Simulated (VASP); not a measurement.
Set up this calculation in VASP 6.6.1, as the native input.

```yaml
Task: single point
Functional: PBEsol
Potentials_or_basis: VASP PAW PBE potentials, release 64 (Sb)
Cutoff: 520 eV
k_mesh: 13 × 13 × 13
Occupations: fermi-dirac, width 0.1 eV
Spin: no spin polarisation
Dipole_correction: no
Further_INCAR_settings: ALGO = Normal; EDIFF = 1e-06; NBANDS = 8
```

The structure of Sb lies in POSCAR:

```
Sb
1.0
   -1.7879631918      1.7879631918      1.7879631918
    1.7879631918     -1.7879631918      1.7879631918
    1.7879631918      1.7879631918     -1.7879631918
Sb
1
Direct
    0.0000000000      0.0000000000      0.0000000000
```

This cell differs from its parent crystal: volume scaled by 0.88.

The input as run:

INCAR

```
SYSTEM = Sb
PREC = Accurate ; ENCUT = 520
EDIFF = 1E-6 ; ISMEAR = -1
SIGMA = 0.1 ; LREAL = .FALSE.
LASPH = .TRUE. ; NELM = 60
ALGO = Normal ; ISIF = 2
LWAVE = .FALSE. ; LCHARG = .TRUE.
GGA = PS ; LELF = .TRUE.
LVHAR = .TRUE. ; NBANDS = 8
```

KPOINTS

```
regular mesh
0
G
  13 13 13
  0 0 0
```

Potentials or basis: VASP PAW PBE potentials, release 64 (Sb).

Run with:

```bash
$ cat potpaw_PBE.64/Sb/POTCAR > POTCAR
$ mpirun -np 1 vasp_std > vasp.out
```

Results of the run:

The pressure is 11.4 GPa.

Caveat: the PAW data sets were made with another functional, which shifts forces and pressure a little.

Wall time 5.3 s on 1 thread of Intel Xeon 6975P-C, with other jobs on the host, peak memory 0.14 GiB.
